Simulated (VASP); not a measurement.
**Be7Se8 (a cell with a defect): single point with PBEsol**

The system is Be7Se8 (a cell with a defect).

```xyz
15
Lattice="0.0000 5.1165 5.1165 5.1165 0.0000 5.1165 5.1165 5.1165 0.0000" Properties=species:S:1:pos:R:3 pbc="T T T"
Be    0.0078    0.0109   -0.0139
Be    2.5660    2.5692   -0.0042
Be    2.5757    0.0105    2.5531
Be    0.0077    2.5795    2.5541
Be    2.5562    5.1273    2.5553
Be    0.0072    2.5605    7.6714
Be    5.1247    5.1282    5.1230
Se    1.2867    1.2904    1.2747
Se    3.8448    3.8486    1.2752
Se    3.8462    1.2885    3.8314
Se    6.4036    3.8489    3.8336
Se    1.2860    3.8489    3.8325
Se    3.8454    6.4068    3.8337
Se    3.8463    3.8489    6.3920
Se    6.4014    6.4053    6.3945
```

| Quantity | Value |
| --- | --- |
| Program | VASP 6.6.1 |
| Task | single point |
| Functional | PBEsol |
| Potentials or basis | VASP PAW PBE potentials, release 64 (Be, Se) |
| Cutoff | 520 eV |
| k mesh | 3 × 3 × 3 |
| Occupations | gaussian, width 0.1 eV |
| Spin | no spin polarisation |
| Dipole correction | no |
| Further INCAR settings | LREAL = Auto; ALGO = Normal; EDIFF = 1e-06; NBANDS = 44 |

* Pressure: -0.6 GPa
* Largest force: 0.018 eV/Å
* Band gap on the k mesh: zero (bands 31 and 32 overlap by 0.51 eV)

Forces in eV/Å, atoms in the order of the input:
```
Be  -0.001  0.000 -0.002
Be  -0.001  0.002  0.003
Be   0.002  0.002  0.003
Be   0.000  0.000  0.001
Be  -0.002  0.001 -0.001
Be   0.000 -0.003  0.000
Be  -0.002 -0.003  0.001
Se   0.002  0.000  0.000
Se   0.000  0.000 -0.003
Se  -0.010  0.009  0.011
Se   0.000  0.000 -0.001
Se   0.009 -0.009  0.012
Se   0.000  0.000 -0.001
Se  -0.009 -0.009 -0.010
Se   0.012  0.009 -0.011
```

Levels at points of the mesh, in eV from the Fermi level:
| k point | band 27 | band 28 | band 29 | band 30 | band 31 | band 32 | band 33 | band 34 | band 35 | band 36 |
| --- | --- | --- | --- | --- | --- | --- | --- | --- | --- | --- |
| (0.00, 0.00, 0.00) | -0.60 | -0.60 | -0.60 | 0.39 | 0.39 | 0.39 | 2.67 | 2.67 | 2.67 | 4.11 |

It took 2 min on 1 thread of Intel(R) Xeon(R) 6975P-C (Granite Rapids), on a shared host, peak memory 0.43 GiB.

Caveat: the PAW data sets were made with another functional, which shifts forces and pressure a little.
